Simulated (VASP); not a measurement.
A run of VASP 6.6.1:

File INCAR:

```
PREC = Accurate
ENCUT = 520
EDIFF = 1E-8
ISMEAR = -1
SIGMA = 0.05
LREAL = False
LASPH = True
NELM = 100
ALGO = Normal
ISIF = 2
LWAVE = False
LCHARG = False
GGA = PE
LEFG = True
NBANDS = 11
```

KPOINTS

```
Automatic mesh
0
Gamma
  8 8 8
```

File POSCAR:

```
Si
1.0
    0.0000000000      2.7218511865      2.7218511865
    2.7218511865      0.0000000000      2.7218511865
    2.7218511865      2.7218511865      0.0000000000
Si
2
Direct
    0.5000000000      0.5000000000      0.5000000000
    0.7500000000      0.7500000000      0.7500000000
```

Potentials or basis: VASP PAW PBE potentials, release 64 (Si).

Launch:

```bash
$ cat potpaw_PBE.64/Si/POTCAR > POTCAR
$ mpirun -np 1 vasp_std > vasp.out
```

Hardware: 1 thread of AMD EPYC 7R13 (shared host).

How long does it take, and how much memory?

Run time: 18 s on 1 thread of AMD EPYC 7R13 (shared host), peak memory 0.13 GiB. Counts: scf iterations 14, k points 29.
